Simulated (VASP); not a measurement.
# KRb2 (P-6m2) in VASP: single point with PBE

Aim: the single point of KRb2 with PBE.

Program: VASP 6.6.1. These are calculated values, not measurements. Logs are shortened: lines on timing, memory, paths and dates and some standing lists are left out, and cuts for length are marked.

## Step 1: The cell of the first run

It takes space group P-6m2 (No. 187, hexagonal). The conventional cell has a = 4.896 Å, b = 4.896 Å, c = 12.519 Å, α = 90.00°, β = 90.00°, γ = 120.00°.

## Step 2: Single point, PBE

POSCAR reads:

```
KRb2
1.0
    4.8958348822      0.0000000000      0.0000000000
   -2.4479174411      4.2399173808      0.0000000000
    0.0000000000      0.0000000000     12.5189134071
K Rb
1 2
Direct
    0.0000000000      0.0000000000      0.0000000000
    0.3333333333      0.6666666667      0.3154654787
    0.3333333333      0.6666666667      0.6845345213
```

INCAR.step1 reads:

```
SYSTEM = KRb2
PREC     = Accurate       ! precision mode
ENCUT    = 520            ! plane-wave cutoff, eV
EDIFF    = 1E-6           ! SCF threshold, eV
ISMEAR   = 0              ! smearing method
SIGMA    = 0.1            ! smearing width, eV
LREAL    = .False.        ! projectors in reciprocal space
LASPH    = .True.         ! aspherical terms in the spheres
NELM     = 100            ! most SCF steps
ALGO     = Fast           ! electronic algorithm
ISIF     = 2              ! what is computed and relaxed
LWAVE    = .False.        ! write WAVECAR
LCHARG   = .True.         ! write CHGCAR
GGA      = PE             ! functional
NBANDS   = 20             ! bands
```

KPOINTS.step1 reads:

```
regular mesh
0
Gamma
  12 12 4
  0 0 0
```

INCAR.step2 reads:

```
SYSTEM = KRb2
PREC     = Accurate       ! precision mode
ENCUT    = 520            ! plane-wave cutoff, eV
EDIFF    = 1E-6           ! SCF threshold, eV
ISMEAR   = -5             ! smearing method
SIGMA    = 0.1            ! smearing width, eV
LREAL    = .False.        ! projectors in reciprocal space
LASPH    = .True.         ! aspherical terms in the spheres
NELM     = 100            ! most SCF steps
ALGO     = Fast           ! electronic algorithm
ISIF     = 2              ! what is computed and relaxed
LWAVE    = .False.        ! write WAVECAR
LCHARG   = .False.        ! write CHGCAR
GGA      = PE             ! functional
LORBIT   = 11             ! projections on sites
NEDOS    = 1001           ! points of the DOS
ICHARG   = 11             ! starting density
```

KPOINTS.step2 reads:

```
regular mesh
0
Gamma
  18 18 6
  0 0 0
```

Potentials or basis: VASP PAW PBE potentials, release 64 (K_sv, Rb_sv).

Started as:

```
$ cat potpaw_PBE.64/K_sv/POTCAR potpaw_PBE.64/Rb_sv/POTCAR > POTCAR
$ cp INCAR.step1 INCAR
$ cp KPOINTS.step1 KPOINTS
$ mpirun -np 1 vasp_std > vasp.out
$ cp INCAR.step2 INCAR
$ cp KPOINTS.step2 KPOINTS
$ mpirun -np 1 vasp_std > vasp.out
```

OUTCAR:

```text
SYSTEM = KRb2
   PREC = Accurate
   ENCUT = 520
   EDIFF = 1E-6
   ISMEAR = -5
   LREAL = .False.
   LASPH = .True.
   NELM = 100
   ISIF = 2
   GGA = PE
   LORBIT = 11
   ICHARG = 11

 ion  position               nearest neighbor table
   1  0.000  0.000  0.000-
   2  0.333  0.667  0.315-   3 4.62
   3  0.333  0.667  0.685-   2 4.62

  LATTYP: Found a hexagonal cell.
 ALAT       =     4.8958348822
 C/A-ratio  =     2.5570538444

  Lattice vectors:

 A1 = (   4.8958348822,   0.0000000000,   0.0000000000)
 A2 = (  -2.4479174411,   4.2399173808,   0.0000000000)
 A3 = (   0.0000000000,   0.0000000000,  12.5189134071)

Analysis of symmetry for initial positions (statically):
=====================================================================
 Subroutine PRICEL returns:
 Original cell was already a primitive cell.

 Routine SETGRP: Setting up the symmetry group for a
 hexagonal supercell.

 Subroutine GETGRP returns: Found 12 space group operations
 (whereof 12 operations were pure point group operations)
 out of a pool of 24 trial point group operations.

The static configuration has the point symmetry D_3h.

Analysis of symmetry for dynamics (positions and initial velocities):
=====================================================================
 Subroutine PRICEL returns:
 Original cell was already a primitive cell.

 Routine SETGRP: Setting up the symmetry group for a
 hexagonal supercell.

 Subroutine GETGRP returns: Found 12 space group operations
 (whereof 12 operations were pure point group operations)
 out of a pool of 24 trial point group operations.

The dynamic configuration has the point symmetry D_3h.

 Subroutine INISYM returns: Found 12 space group operations
 (whereof 12 operations are pure point group operations),
 and found     1 'primitive' translations

----------------------------------------------------------------------------------------

                                     Primitive cell

  volume of cell :     259.8668

  direct lattice vectors                    reciprocal lattice vectors
     4.895834882  0.000000000  0.000000000     0.204255255  0.117926826  0.000000000
    -2.447917441  4.239917381  0.000000000     0.000000000  0.235853652  0.000000000
     0.000000000  0.000000000 12.518913407     0.000000000  0.000000000  0.079879137

  length of vectors
[... 88 lines left out ...]
   EDIFFG = 0.1E-04   stopping-criterion for IOM
   NSW    =      0    number of steps for IOM
   IBRION =     -1    ionic relax: 0-MD 1-quasi-New 2-CG
   NFREE  =      0    steps in history (QN), initial steepest desc. (CG)
   ISIF   =      2    stress and relaxation
   ISYM   =      2    0-nonsym 1-usesym 2-fastsym
   POTIM  = 0.5000    time-step for ionic-motion
   TEBEG  =    0.0;   TEEND  =   0.0 temperature during run
   PSTRESS=    0.0 pullay stress
   NELECT =      27.0000    total number of electrons
   NUPDOWN=      -1.0000    fix difference up-down
   EMIN   =  10.00;   EMAX   =-10.00  energy-range for DOS
   EFERMI =   0.00;   METHOD = LEGACY
   ISMEAR =    -5;   SIGMA  =   0.10  broadening in eV -4-tet -1-fermi 0-gaus
   EFERMI_NEDOS =   21; number of points for ismear=-14 and -15
   IALGO  =     68    algorithm
   IMIX   =      4    mixing-type and parameters
     AMIX     =   0.40;   BMIX     =  1.00
     AMIX_MAG =   1.60;   BMIX_MAG =  1.00
  volume/ion in A,a.u.               =      86.62       584.56
  Fermi-wavevector in a.u.,A,eV,Ry     =   0.769625  1.454380  8.059038  0.592323
  Thomas-Fermi vector in A             =   1.870654
   LORBIT       =     11    0 simple, 1 ext, 2 COOP (PROOUT), +10 PAW based schemes
   GGA     = PE    functional components
   LHFCALC =     F    Hartree Fock is set to
   AEXX    =    0.0000 exact exchange contribution
   IVDW    =     0    specifies the selected vdW correction
   LEPSILON=     F    determine dielectric tensor
   LRPA    =     F    only Hartree local field effects (RPA)
 non-spin polarized calculation
 RMM-DIIS sequential band-by-band and
 Fermi weights with tetrahedron method with Bloechl corrections
  energy-cutoff  :      520.00
  volume of cell :      259.87
 maximum number of plane-waves:      7040

 number of electron      26.9999999 magnetization

 Free energy of the ion-electron system (eV)
  ---------------------------------------------------
  ext. energy  EPLUGINS =         0.00000000
  ---------------------------------------------------
  free energy    TOTEN  =        -2.85877425 eV

  energy without entropy =       -2.85877425  energy(sigma->0) =       -2.85877425

 E-fermi :  -0.0455     XC(G=0):  -5.4761

 val. band max:        0.0027560890   @ k =   0.2222   0.1667   0.0000
 cond. band min:      -0.1097986965   @ k =   0.2778   0.0556   0.0000
 fundamental gap:     -0.1125547855
 Fermi energy:        -0.0455373261

 k-point     1 :       0.0000    0.0000    0.0000
  band No.  band energies     occupation
      1     -32.2306      2.00000
      2     -28.9930      2.00000
      3     -28.9908      2.00000
      4     -15.7195      2.00000
      5     -15.6902      2.00000
      6     -15.6902      2.00000
[... 457 lines left out ...]
      4     -15.7208      2.00000
      5     -15.7150      2.00000
      6     -15.7003      2.00000
[... 9 lines left out ...]
     16       0.7397      0.00000
     17       1.3829      0.00000

 [... further k-points ...]
[... 5 lines left out ...]
  --------------------------------------------------------------------------------------
  -------------------------------------------------------------------------------------
  Total        0.0002856      0.0002856      0.0425932      0.0000000      0.0000000      0.0000000
  in kB        0.0017607      0.0017607      0.2626029      0.0000000      0.0000000      0.0000000
  external PRESSURE =       0.0887081 kB  Pullay stress =       0.0000000 kB

 VOLUME and BASIS-vectors are now :
 -----------------------------------------------------------------------------
  energy-cutoff  :      520.00
  volume of cell :      259.87
      direct lattice vectors                 reciprocal lattice vectors
     4.895834882  0.000000000  0.000000000     0.204255255  0.117926826  0.000000000
    -2.447917441  4.239917381  0.000000000     0.000000000  0.235853652  0.000000000
     0.000000000  0.000000000 12.518913407     0.000000000  0.000000000  0.079879137

 POSITION                                       TOTAL-FORCE (eV/Angst)
 -----------------------------------------------------------------------------------
      0.00000      0.00000      0.00000         0.000000     -0.000000      0.000000
     -0.00000      2.82661      3.94929        -0.000000      0.000000     -0.000318
     -0.00000      2.82661      8.56963        -0.000000      0.000000      0.000318
 -----------------------------------------------------------------------------------
    total drift:                                0.001983     -0.001145      0.000000

  FREE ENERGIE OF THE ION-ELECTRON SYSTEM (eV)
  ---------------------------------------------------
  free  energy   TOTEN  =        -2.8587742495 eV

  energy  without entropy=       -2.8587742495  energy(sigma->0) =       -2.85877425

 total charge

# of ion       s       p       d       tot
------------------------------------------
    1        1.979   5.554   0.004   7.537
    2        1.965   5.320   0.005   7.290
    3        1.965   5.320   0.005   7.290
--------------------------------------------------
tot          5.910  16.193   0.015  22.118
```

Wall time 24 min (1 thread of Oxide Virtual Turin-like, shared host); peak memory 0.75 GiB.

What came out:

```
Valence electrons inside the program's atomic spheres : K 7.54; Rb 7.29
```
